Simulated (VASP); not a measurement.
Crystal: GaN.

```
CELL_PARAMETERS angstrom
0.00000 2.21394 2.01812
2.21394 0.00000 2.01812
2.21394 2.21394 0.00000
ATOMIC_POSITIONS crystal
Ga 0.00000 0.00000 0.00000
N 0.50000 0.50000 0.50000
```

This cell differs from its parent crystal: epitaxial xy strain +5.0%.

Base run:

```yaml
Program: VASP 6.6.1
Functional: PBE
Potentials_or_basis: VASP PAW PBE potentials, release 64 (Ga_d, N)
Cutoff: 520 eV
k_mesh: 10 × 10 × 10
Occupations: fermi-dirac, width 0.02 eV
Spin: no spin polarisation
```

Its results: band gap on the k mesh zero (band 9 reaches 7.30 eV, above the bottom of band 10 at 7.24 eV); pressure 0.0 GPa.

**Question.** The run is repeated on the same cell with these changes: functional from PBE to r2SCAN; further incar settings from ALGO = Normal; EDIFF = 1e-06; NBANDS = 16 to ALGO = Normal; EDIFF = 1e-07; NBANDS = 16. What comes out?

**Answer.** Band gap on the k mesh 0.43 eV, indirect (least direct gap 2.51 eV); pressure -7.7 GPa.

Caveats: the PAW data sets were made with another functional, which shifts forces and pressure a little (some runs).

A k mesh can miss the band edges.
